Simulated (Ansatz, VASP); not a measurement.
Zn: VASP beside Ansatz

```
Zn
1.0
     2.31266   -1.33415    0.00000
     2.31266    1.33415    0.00000
    -1.62293    0.00000    7.44359
Zn
3
Cartesian
  3.0557 0.0000 2.4899
  -0.0533 0.0000 4.9537
  0.0000 0.0000 0.0000
```

Alike in both runs: task single point; functional r2SCAN; k mesh 12 × 12 × 4; occupations fermi-dirac, width 0.05 eV; no spin polarisation.

|  | VASP | Ansatz |
| --- | --- | --- |
| version | VASP 6.6.1 | Ansatz 0.2.0 |
| potentials or method | VASP PAW PBE potentials, release 64 (Zn) | Ansatz PAW |
| plane-wave cutoff (eV) | 520 | 500 |
| valence electrons in the cell | 36 | 36 |

Ansatz gave:

| Item | Value |
| --- | --- |
| gap on the k mesh at the Fermi level (eV) | none |
| pressure (GPa) | -4.6 |
| traceless stress, the component that is largest in VASP (GPa) | 4.96 |
| rms of the force components (eV/Å) | 0.002 |

Task: Which values does VASP return?

Result: gap on the k mesh at the Fermi level (eV): none; pressure (GPa): -4.2; traceless stress, the component that is largest in VASP (GPa): 4.79; rms of the force components (eV/Å): 0.008.

VASP's potentials were made for PBE, not for r2SCAN. Atom by atom the forces differ by 0.009 eV/Å (rms over components). A gap of «none» marks a metal or a gap that the smearing closes. With one functional, cell and mesh, what is left measures potentials, basis and numerics.
